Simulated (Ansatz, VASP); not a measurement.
## CsTa3 in VASP and in Ansatz

```
Cs Ta
1.0
     4.53600    0.00000    0.00000
     0.00000    4.53600    0.00000
     0.00000    0.00000    4.53600
Cs Ta
1 3
Cartesian
  0.0000 0.0000 0.0000
  0.0000 2.2680 2.2680
  2.2680 0.0000 2.2680
  2.2680 2.2680 0.0000
```

Alike in both runs: task relaxation of cell and atoms; functional PBE; k mesh 4 × 4 × 4; occupations gaussian, width 0.1 eV; no spin polarisation.

|  | VASP | Ansatz |
| --- | --- | --- |
| version | VASP 6.6.1 | Ansatz 0.2.0 |
| potentials or method | VASP PAW PBE potentials, release 64 (Cs_sv, Ta_pv), cutoff 600 eV | scalar-relativistic, plane waves, PAW |
| valence electrons in the cell | 42 | 48 |

```csv
,VASP,Ansatz,Ansatz less VASP
"gap on the k mesh at the Fermi level, each at its own relaxed structure (eV)",none,none,-
relaxed volume (Å³/atom),21.71,21.51,-0.200
relaxed cell length with the largest relative difference (Å),4.428,4.415,-0.0136
```

A gap of «none» marks a metal or a gap that the smearing closes. VASP's potentials hold 42 valence electrons a cell and Ansatz's 48, so a difference there can come from the potentials and not from the codes.

Spin-orbit coupling is off throughout.
